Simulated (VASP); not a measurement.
Write the native input for VASP 6.6.1 that does the following.

| Property | Result |
| --- | --- |
| Task | single point |
| Functional | r2SCAN |
| Potentials or basis | VASP PAW PBE potentials, release 64 (Sn_d, O) |
| Cutoff | 520 eV |
| k mesh | 6 × 6 × 8 |
| Occupations | fermi-dirac, width 0.02 eV |
| Spin | no spin polarisation |
| Dipole correction | no |
| Further INCAR settings | ALGO = Normal; EDIFF = 1e-06; NBANDS = 35 |

Crystal: SnO2 (Cassiterite).

```
Sn O
1.0
     4.75862    0.00000    0.00000
     0.00000    4.75862    0.00000
     0.00000    0.00000    3.20015
Sn O
2 4
Cartesian
  0.0000 0.0000 0.0000
  2.3793 2.3793 1.6001
  1.4557 1.4557 0.0000
  0.9236 3.8350 1.6001
  3.3029 3.3029 0.0000
  3.8350 0.9236 1.6001
```

These files were run (other wordings do the same):

POSCAR

```
SnO2
1.0
    4.7586162597      0.0000000000      0.0000000000
    0.0000000000      4.7586162597      0.0000000000
    0.0000000000      0.0000000000      3.2001507980
Sn O
2 4
Direct
    0.0000000000      0.0000000000      0.0000000000
    0.5000000000      0.5000000000      0.5000000000
    0.3059062664      0.3059062664      0.0000000000
    0.1940937336      0.8059062664      0.5000000000
    0.6940937336      0.6940937336      0.0000000000
    0.8059062664      0.1940937336      0.5000000000
```

INCAR.step1

```
SYSTEM = SnO2
PREC = Accurate ; ENCUT = 520
ISMEAR = -1 ; SIGMA = 0.02
LREAL = .FALSE. ; LASPH = .TRUE.
NELM = 100 ; NBANDS = 35
GGA = PE ; ALGO = Normal
EDIFF = 1E-4 ; LWAVE = .TRUE.
LCHARG = .FALSE.
```

INCAR.step2

```
SYSTEM = SnO2
PREC = Accurate ; ENCUT = 520
EDIFF = 1E-6 ; ISMEAR = -1
SIGMA = 0.02 ; LREAL = .FALSE.
LASPH = .TRUE. ; NELM = 100
ALGO = Normal ; ISIF = 2
LWAVE = .FALSE. ; LCHARG = .FALSE.
METAGGA = R2SCAN ; LMIXTAU = .TRUE.
NBANDS = 35 ; ISTART = 1
```

KPOINTS

```
Automatic mesh
0
G
  6 6 8
  0 0 0
```

Potentials or basis: VASP PAW PBE potentials, release 64 (Sn_d, O).

Command:

```sh
$ cat potpaw_PBE.64/Sn_d/POTCAR potpaw_PBE.64/O/POTCAR > POTCAR
$ cp INCAR.step1 INCAR
$ mpirun -np 1 vasp_std > vasp.out
$ cp INCAR.step2 INCAR
$ mpirun -np 1 vasp_std > vasp.out
```

Results of the run:

- Pressure: 1.3 GPa
- Largest force: 0.030 eV/Å
- Band gap on the k mesh: 1.80 eV, direct

Caveat: the PAW data sets were made with another functional, which shifts forces and pressure a little; spin-orbit coupling is left out, which moves the levels of the heavy elements.

It took 5 min on 1 thread of Intel(R) Xeon(R) Platinum 8259CL CPU @ 2.50GHz (Skylake/Cascade Lake) (shared host), peak memory 0.24 GiB.
